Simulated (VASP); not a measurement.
Wanted: the native input for a VASP 6.6.1 run.

| Quantity | Value |
| --- | --- |
| Task | single point |
| Functional | PBE |
| Potentials or basis | VASP PAW PBE potentials, release 64 (Si, Ge_d) |
| Cutoff | 520 eV |
| k mesh | 6 × 6 × 10 |
| Occupations | gaussian, width 0.1 eV |
| Spin | no spin polarisation |
| Dipole correction | no |
| Further INCAR settings | ALGO = Normal; EDIFF = 1e-07; NBANDS = 46 |

The structure of SiGe5 lies in POSCAR:

```
SiGe5
1.0
    6.5434119350      0.0000000000      0.0000000000
    0.0000000000      6.5434119350      0.0000000000
    0.0000000000      0.0000000000      3.4444680938
Si Ge
1 5
Direct
    0.0000000000      0.0000000000      0.0000000000
    0.7925657762      0.7925657762      0.5000000000
    0.2074342238      0.2074342238      0.5000000000
    0.2074342238      0.7925657762      0.5000000000
    0.7925657762      0.2074342238      0.5000000000
    0.5000000000      0.5000000000      0.5000000000
```

The cell was generated, and may not be a known phase.

One way to write it, as run:

INCAR

```
SYSTEM = SiGe5
PREC = Accurate
ENCUT = 520
EDIFF = 1E-7
ISMEAR = 0
SIGMA = 0.1
LREAL = .FALSE.
LASPH = .TRUE.
NELM = 100
ALGO = Normal
ISIF = 2
LWAVE = .FALSE.
LCHARG = .TRUE.
GGA = PE
LELF = .TRUE.
LVHAR = .TRUE.
NBANDS = 46
```

KPOINTS

```
regular mesh
0
G
  6 6 10
  0 0 0
```

Potentials or basis: VASP PAW PBE potentials, release 64 (Si, Ge_d).

Run with:

```sh
$ cat potpaw_PBE.64/Si/POTCAR potpaw_PBE.64/Ge_d/POTCAR > POTCAR
$ mpirun -np 1 vasp_std > vasp.out
```

It gave:

```yaml
Pressure: 0.0 GPa
Largest_force: 0.005 eV/Å
Band_gap_on_the_k_mesh: zero (bands 37 and 38 overlap by 4.02 eV)
```

It took 4.3 min on 1 thread of Intel(R) Xeon(R) 6975P-C (Granite Rapids), with other jobs on the host, peak memory 0.44 GiB.
